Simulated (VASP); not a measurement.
# Al (Fm-3m) in VASP: further runs

The runs below take Al through single point, with PBE.

Program: VASP 6.6.1. These are calculated values, not measurements. Logs are shortened: lines on timing, memory, paths and dates and some standing lists are left out, and cuts for length are marked.

### 1 The cell of the first run

It takes space group Fm-3m (No. 225, cubic). Conventional cell: a = 3.902 Å, b = 3.902 Å, c = 3.902 Å, α = 90.00°, β = 90.00°, γ = 90.00°. Within 3.6 Å of Al (site symmetry m-3m) lie 12 Al at 2.76 Å.

### 2 Single point, PBE (volume scaled by 0.9)

INCAR

```
ALGO     = Normal         # electronic algorithm
EDIFF    = 1E-7           # SCF threshold, eV
ENCUT    = 520            # plane-wave cutoff, eV
GGA      = PE             # functional
ISIF     = 2              # what is computed and relaxed
ISMEAR   = -1             # smearing method
LASPH    = T              # aspherical terms in the spheres
LCHARG   = T              # write CHGCAR
LELF     = T              # ELF
LREAL    = F              # projectors in reciprocal space
LVHAR    = T            
LWAVE    = F              # write WAVECAR
NBANDS   = 8              # bands
NELM     = 60             # most SCF steps
PREC     = Accurate       # precision mode
SIGMA    = 0.05           # smearing width, eV
```

KPOINTS

```
k-points
0
Gamma
  18 18 18
```

POSCAR

```
Al
1.0
    0.0000000000      1.9509377966      1.9509377966
    1.9509377966      0.0000000000      1.9509377966
    1.9509377966      1.9509377966      0.0000000000
Al
1
Direct
    0.0000000000      0.0000000000      0.0000000000
```

Potentials or basis: VASP PAW PBE potentials, release 64 (Al).

Launch:

```console
$ cat potpaw_PBE.64/Al/POTCAR > POTCAR
$ mpirun -np 1 vasp_std > vasp.out
```

OUTCAR:

```text
EDIFF = 1E-7
   ENCUT = 520
   GGA = PE
   ISIF = 2
   ISMEAR = -1
   LASPH = T
   LREAL = F
   NELM = 60
   PREC = Accurate

 ion  position               nearest neighbor table
   1  0.000  0.000  0.000-

  LATTYP: Found a face centered cubic cell.
 ALAT       =     3.9018755932

  Lattice vectors:

 A1 = (   0.0000000000,   1.9509377966,   1.9509377966)
 A2 = (   1.9509377966,   0.0000000000,   1.9509377966)
 A3 = (   1.9509377966,   1.9509377966,   0.0000000000)

Analysis of symmetry for initial positions (statically):
=====================================================================
 Subroutine PRICEL returns:
 Original cell was already a primitive cell.

 Routine SETGRP: Setting up the symmetry group for a
 face centered cubic supercell.

 Subroutine GETGRP returns: Found 48 space group operations
 (whereof 48 operations were pure point group operations)
 out of a pool of 48 trial point group operations.

The static configuration has the point symmetry O_h .

Analysis of symmetry for dynamics (positions and initial velocities):
=====================================================================
 Subroutine PRICEL returns:
 Original cell was already a primitive cell.

 Routine SETGRP: Setting up the symmetry group for a
 face centered cubic supercell.

 Subroutine GETGRP returns: Found 48 space group operations
 (whereof 48 operations were pure point group operations)
 out of a pool of 48 trial point group operations.

The dynamic configuration has the point symmetry O_h .

 Subroutine INISYM returns: Found 48 space group operations
 (whereof 48 operations are pure point group operations),
 and found     1 'primitive' translations

----------------------------------------------------------------------------------------

                                     Primitive cell

  volume of cell :      14.8512

  direct lattice vectors                    reciprocal lattice vectors
     0.000000000  1.950937797  1.950937797    -0.256287003  0.256287003  0.256287003
     1.950937797  0.000000000  1.950937797     0.256287003 -0.256287003  0.256287003
     1.950937797  1.950937797  0.000000000     0.256287003  0.256287003 -0.256287003

  length of vectors
     2.759042691  2.759042691  2.759042691     0.443902110  0.443902110  0.443902110

  position of ions in fractional coordinates (direct lattice)
     0.000000000  0.000000000  0.000000000

  ion indices of the primitive-cell ions
   primitive index   ion index
                 1           1

----------------------------------------------------------------------------------------

 KPOINTS: k-points

Automatic generation of k-mesh.
 Grid dimensions read from file:
 generate k-points for:   18   18   18

 Generating k-lattice:

  Cartesian coordinates                     Fractional coordinates (reciprocal lattice)
    -0.014238167  0.014238167  0.014238167     0.055555556  0.000000000  0.000000000
     0.014238167 -0.014238167  0.014238167     0.000000000  0.055555556  0.000000000
     0.014238167  0.014238167 -0.014238167     0.000000000  0.000000000  0.055555556

  Length of vectors
     0.024661228  0.024661228  0.024661228

  Shift w.r.t. Gamma in fractional coordinates (k-lattice)
     0.000000000  0.000000000  0.000000000

 Subroutine IBZKPT returns following result:
 ===========================================

 Found    195 irreducible k-points:

 Following reciprocal coordinates:
            Coordinates               Weight
  0.000000  0.000000  0.000000      1.000000
  0.055556  0.000000  0.000000      8.000000
  0.111111  0.000000  0.000000      8.000000
  0.166667  0.000000  0.000000      8.000000
  0.222222  0.000000  0.000000      8.000000
  0.277778  0.000000  0.000000      8.000000
[... 16 lines left out ...]
 -0.277778  0.055556  0.000000     24.000000
 -0.222222  0.055556  0.000000     24.000000
 [... further k-points ...]
   k-points           NKPTS =    195   k-points in BZ     NKDIM =    195   number of bands    NBANDS=      8
   number of dos      NEDOS =    301   number of ions     NIONS =      1
   total plane-waves  NPLWV =  13824
   dimension x,y,z NGX =    24 NGY =   24 NGZ =   24
   dimension x,y,z NGXF=    48 NGYF=   48 NGZF=   48
   ions per type =               1
   NGX,Y,Z   is equivalent  to a cutoff of  14.46, 14.46, 14.46 a.u.
   NGXF,Y,Z  is equivalent  to a cutoff of  28.92, 28.92, 28.92 a.u.
 SYSTEM =  unknown system
   PREC   = accura    normal or accurate (medium, high low for compatibility)
   ISTART =      0    job   : 0-new  1-cont  2-samecut
   ICHARG =      2    charge: 1-file 2-atom 10-const
   ISPIN  =      1    spin polarized calculation?
   LNONCOLLINEAR =      F non collinear calculations
   LSORBIT =      F    spin-orbit coupling
   LASPH  =      T    aspherical Exc in radial PAW
   ENCUT  =  520.0 eV  38.22 Ry    6.18 a.u.   5.13  5.13  5.13*2*pi/ulx,y,z
   NELM   =     60;   NELMIN=  2; NELMDL= -5     # of ELM steps
   EDIFF  = 0.1E-06   stopping-criterion for ELM
   LREAL  =      F    real-space projection
   EDIFFG = 0.1E-05   stopping-criterion for IOM
   NSW    =      0    number of steps for IOM
   IBRION =     -1    ionic relax: 0-MD 1-quasi-New 2-CG
   NFREE  =      0    steps in history (QN), initial steepest desc. (CG)
   ISIF   =      2    stress and relaxation
   ISYM   =      2    0-nonsym 1-usesym 2-fastsym
   POTIM  = 0.5000    time-step for ionic-motion
   TEBEG  =    0.0;   TEEND  =   0.0 temperature during run
   PSTRESS=    0.0 pullay stress
   NELECT =       3.0000    total number of electrons
   NUPDOWN=      -1.0000    fix difference up-down
   EMIN   =  10.00;   EMAX   =-10.00  energy-range for DOS
   EFERMI =   0.00;   METHOD = LEGACY
   ISMEAR =    -1;   SIGMA  =   0.05  broadening in eV -4-tet -1-fermi 0-gaus
   EFERMI_NEDOS =   21; number of points for ismear=-14 and -15
   IALGO  =     38    algorithm
   IMIX   =      4    mixing-type and parameters
     AMIX     =   0.40;   BMIX     =  1.00
     AMIX_MAG =   1.60;   BMIX_MAG =  1.00
  volume/ion in A,a.u.               =      14.85       100.22
  Fermi-wavevector in a.u.,A,eV,Ry     =   0.960569  1.815212 12.553994  0.922692
  Thomas-Fermi vector in A             =   2.089865
   LORBIT       =      0    0 simple, 1 ext, 2 COOP (PROOUT), +10 PAW based schemes
   GGA     = PE    functional components
   LHFCALC =     F    Hartree Fock is set to
   AEXX    =    0.0000 exact exchange contribution
   IVDW    =     0    specifies the selected vdW correction
   LEPSILON=     F    determine dielectric tensor
   LRPA    =     F    only Hartree local field effects (RPA)
 non-spin polarized calculation
  energy-cutoff  :      520.00
  volume of cell :       14.85
 maximum number of plane-waves:       411
 NGX is ok and might be reduce to    24
   NGX = 11   NGY = 11   NGZ = 11

 number of electron       3.0000000 magnetization

 Free energy of the ion-electron system (eV)
  ---------------------------------------------------
  ext. energy  EPLUGINS =         0.00000000
  ---------------------------------------------------
  free energy    TOTEN  =        -3.69789386 eV

  energy without entropy =       -3.69403683  energy(sigma->0) =       -3.69596535

 E-fermi :   9.1419     XC(G=0): -10.5835

 val. band max:        9.1250304317   @ k =  -0.3333   0.4444   0.1111
 cond. band min:       9.1802819842   @ k =  -0.3333   0.3889   0.0556
 fundamental gap:      0.0552515525
 Fermi energy:         9.1419213111

 k-point     1 :       0.0000    0.0000    0.0000
  band No.  band energies     occupation
      1      -2.7386      2.00000
      2      22.3636      0.00000
      3      22.3636      0.00000
      4      22.3636      0.00000
      5      24.6904      0.00000
      6      24.6904      0.00000
      7      24.6904      0.00000
      8      26.3945      0.00000

 k-point     2 :       0.0556    0.0000    0.0000
  band No.  band energies     occupation
      1      -2.6486      2.00000
      2      20.8894      0.00000
      3      22.1308      0.00000
      4      22.1308      0.00000
      5      25.0685      0.00000
      6      25.0685      0.00000
      7      25.0905      0.00000
      8      27.4019      0.00000

 k-point     3 :       0.1111    0.0000    0.0000
  band No.  band energies     occupation
      1      -2.3791      2.00000
      2      18.5617      0.00000
      3      21.6822      0.00000
      4      21.6822      0.00000
      5      25.0336      0.00000
      6      25.9357      0.00000
      7      25.9357      0.00000
      8      28.1075      0.00000

 k-point     4 :       0.1667    0.0000    0.0000
  band No.  band energies     occupation
      1      -1.9312      2.00000
      2      16.1954      0.00000
      3      21.2580      0.00000
      4      21.2580      0.00000
      5      24.8065      0.00000
      6      26.5393      0.00000
      7      26.5393      0.00000
      8      27.4203      0.00000

 k-point     5 :       0.2222    0.0000    0.0000
  band No.  band energies     occupation
      1      -1.3068      2.00000
      2      13.9046      0.00000
      3      20.9355      0.00000
      4      20.9355      0.00000
      5      24.5891      0.00000
      6      25.5133      0.00000
      7      25.5133      0.00000
      8      28.6004      0.00000
[... 177 lines left out ...]
 k-point    22 :      -0.3333    0.0556    0.0000
  band No.  band energies     occupation
      1       0.8981      2.00000
      2       9.0926      1.45712
      3      18.9038      0.00000
      4      21.7820      0.00000
      5      22.2345      0.00000
      6      23.5821      0.00000
      7      25.1977      0.00000
      8      28.2841      0.00000

 k-point    23 :      -0.2778    0.0556    0.0000
  band No.  band energies     occupation
      1      -0.1260      2.00000
      2      11.0927      0.00000
      3      18.9270      0.00000
      4      21.9605      0.00000
      5      22.9787      0.00000
      6      24.4765      0.00000
      7      25.1802      0.00000
      8      29.1225      0.00000

 k-point    24 :      -0.2222    0.0556    0.0000
  band No.  band energies     occupation
      1      -0.9810      2.00000
      2      13.2223      0.00000
      3      19.0996      0.00000
      4      22.1058      0.00000
      5      24.0242      0.00000
      6      25.1262      0.00000
      7      25.6535      0.00000
      8      27.9671      0.00000

 [... further k-points ...]

------------------------ aborting loop because EDIFF is reached ----------------------------------------

  FORCE on cell =-STRESS in cart. coord.  units (eV):
  Direction    XX          YY          ZZ          XY          YZ          ZX
  --------------------------------------------------------------------------------------
  -------------------------------------------------------------------------------------
  Total        0.9475724      0.9475724      0.9475724     -0.0000000      0.0000000     -0.0000000
  in kB      102.2263135    102.2263135    102.2263135     -0.0000000      0.0000000     -0.0000000
  external PRESSURE =     102.2263135 kB  Pullay stress =       0.0000000 kB

 VOLUME and BASIS-vectors are now :
 -----------------------------------------------------------------------------
  energy-cutoff  :      520.00
  volume of cell :       14.85
      direct lattice vectors                 reciprocal lattice vectors
     0.000000000  1.950937797  1.950937797    -0.256287003  0.256287003  0.256287003
     1.950937797  0.000000000  1.950937797     0.256287003 -0.256287003  0.256287003
     1.950937797  1.950937797  0.000000000     0.256287003  0.256287003 -0.256287003

 POSITION                                       TOTAL-FORCE (eV/Angst)
 -----------------------------------------------------------------------------------
      0.00000      0.00000      0.00000         0.000000      0.000000      0.000000
 -----------------------------------------------------------------------------------
    total drift:                                0.000000     -0.000000     -0.000000

  FREE ENERGIE OF THE ION-ELECTRON SYSTEM (eV)
  ---------------------------------------------------
  free  energy   TOTEN  =        -3.6978938626 eV

  energy  without entropy=       -3.6940368292  energy(sigma->0) =       -3.69596535
```

Wall time 28 s (1 thread of AMD EPYC 7R43 (Zen 3), shared host); peak memory 0.1 GiB.

Results:

| Property | Result |
| --- | --- |
| Free energy | -3.6979 eV |
| Pressure | 10.2 GPa |

Caveat: the cell differs from its parent crystal (volume scaled by 0.9).

### 3 Single point, PBE

This run uses another cell than the first one, of 16.50 Å³/atom, 1.111 times its volume.

INCAR

```
SYSTEM = Al
ALGO     = Normal         ! electronic algorithm
EDIFF    = 1E-6           ! SCF threshold, eV
ENCUT    = 520            ! plane-wave cutoff, eV
GGA      = PE             ! functional
ISIF     = 2              ! what is computed and relaxed
ISMEAR   = -1             ! smearing method
LASPH    = .True.         ! aspherical terms in the spheres
LCHARG   = .False.        ! write CHGCAR
LREAL    = .False.        ! projectors in reciprocal space
LWAVE    = .False.        ! write WAVECAR
NBANDS   = 8              ! bands
NELM     = 60             ! most SCF steps
PREC     = Accurate       ! precision mode
SIGMA    = 0.05           ! smearing width, eV
```

KPOINTS

```
k-points
0
Gamma
  18 18 18
  0 0 0
```

POSCAR

```
Al
1.0
    0.0000000000      2.0206724462      2.0206724462
    2.0206724462      0.0000000000      2.0206724462
    2.0206724462      2.0206724462      0.0000000000
Al
1
Direct
    0.0000000000      0.0000000000      0.0000000000
```

Potentials or basis: VASP PAW PBE potentials, release 64 (Al).

Launch:

```console
$ cat potpaw_PBE.64/Al/POTCAR > POTCAR
$ mpirun -np 1 vasp_std > vasp.out
```

OUTCAR:

```text
SYSTEM = Al
   EDIFF = 1E-6
   ENCUT = 520
   GGA = PE
   ISIF = 2
   ISMEAR = -1
   LASPH = .True.
   LREAL = .False.
   NELM = 60
   PREC = Accurate

 ion  position               nearest neighbor table
   1  0.000  0.000  0.000-

  LATTYP: Found a face centered cubic cell.
 ALAT       =     4.0413448924

  Lattice vectors:

 A1 = (   0.0000000000,   2.0206724462,   2.0206724462)
 A2 = (   2.0206724462,   0.0000000000,   2.0206724462)
 A3 = (   2.0206724462,   2.0206724462,   0.0000000000)

Analysis of symmetry for initial positions (statically):
=====================================================================
 Subroutine PRICEL returns:
 Original cell was already a primitive cell.

 Routine SETGRP: Setting up the symmetry group for a
 face centered cubic supercell.

 Subroutine GETGRP returns: Found 48 space group operations
 (whereof 48 operations were pure point group operations)
 out of a pool of 48 trial point group operations.

The static configuration has the point symmetry O_h .

Analysis of symmetry for dynamics (positions and initial velocities):
=====================================================================
[... 153 lines left out ...]

  energy without entropy =       -3.74109182  energy(sigma->0) =       -3.74321836

 E-fermi :   7.9897     XC(G=0): -10.1962

 val. band max:        7.9842258461   @ k =  -0.2778   0.2778   0.0556
 cond. band min:       7.9915390987   @ k =  -0.2778   0.5000   0.2222
 fundamental gap:      0.0073132527
 Fermi energy:         7.9897328430

 k-point     1 :       0.0000    0.0000    0.0000
  band No.  band energies     occupation
      1      -3.1345      2.00000
      2      20.6182      0.00000
      3      20.6182      0.00000
      4      20.6182      0.00000
      5      22.1095      0.00000
      6      22.1095      0.00000
      7      22.1095      0.00000
      8      24.4647      0.00000
[... 243 lines left out ...]
 k-point    24 :      -0.2222    0.0556    0.0000
  band No.  band energies     occupation
      1      -1.4934      2.00000
      2      11.8400      0.00000
      3      17.2836      0.00000
      4      20.1350      0.00000
      5      21.8805      0.00000
      6      22.9311      0.00000
      7      23.3783      0.00000
      8      25.5805      0.00000

 [... further k-points ...]
[... 5 lines left out ...]
  --------------------------------------------------------------------------------------
  -------------------------------------------------------------------------------------
  Total       -0.0049077     -0.0049077     -0.0049077      0.0000000     -0.0000000      0.0000000
  in kB       -0.4765127     -0.4765127     -0.4765127      0.0000000     -0.0000000      0.0000000
  external PRESSURE =      -0.4765127 kB  Pullay stress =       0.0000000 kB

 VOLUME and BASIS-vectors are now :
 -----------------------------------------------------------------------------
  energy-cutoff  :      520.00
  volume of cell :       16.50
      direct lattice vectors                 reciprocal lattice vectors
     0.000000000  2.020672446  2.020672446    -0.247442380  0.247442380  0.247442380
     2.020672446  0.000000000  2.020672446     0.247442380 -0.247442380  0.247442380
     2.020672446  2.020672446  0.000000000     0.247442380  0.247442380 -0.247442380

 POSITION                                       TOTAL-FORCE (eV/Angst)
 -----------------------------------------------------------------------------------
      0.00000      0.00000      0.00000        -0.000000      0.000000      0.000000
 -----------------------------------------------------------------------------------
    total drift:                               -0.000000      0.000000      0.000000

  FREE ENERGIE OF THE ION-ELECTRON SYSTEM (eV)
  ---------------------------------------------------
  free  energy   TOTEN  =        -3.7453449014 eV

  energy  without entropy=       -3.7410918156  energy(sigma->0) =       -3.74321836
```

OSZICAR:

```text
N       E                     dE             d eps       ncg     rms          rms(c)
DAV:   1    -0.236700663848E+01   -0.23670E+01   -0.86950E+02  3128   0.206E+02
DAV:   2    -0.376039924107E+01   -0.13934E+01   -0.13511E+01  4360   0.185E+01
DAV:   3    -0.376779951407E+01   -0.74003E-02   -0.73975E-02  3960   0.148E+00
DAV:   4    -0.376781858644E+01   -0.19072E-04   -0.19072E-04  4984   0.670E-02
DAV:   5    -0.376781863036E+01   -0.43920E-07   -0.43838E-07  4000   0.190E-03    0.130E+00
DAV:   6    -0.375483117137E+01    0.12987E-01   -0.16507E-03  4232   0.194E-01    0.758E-01
DAV:   7    -0.374535168886E+01    0.94795E-02   -0.49471E-03  4008   0.314E-01    0.147E-01
DAV:   8    -0.374534680508E+01    0.48838E-05   -0.13537E-05  4584   0.264E-02    0.796E-03
DAV:   9    -0.374534526310E+01    0.15420E-05   -0.83837E-07  4360   0.402E-03    0.685E-04
DAV:  10    -0.374534490139E+01    0.36172E-06   -0.36217E-09  2832   0.425E-04
   1 F= -.37453449E+01 E0= -.37432184E+01  d E =-.425309E-02
```

Run time: 25 s. Hardware: 1 thread of AMD EPYC 7R43 (Zen 3), shared host; peak memory 0.11 GiB.

What came out:

* Free energy: -3.7453 eV
* Pressure: 0.0 GPa
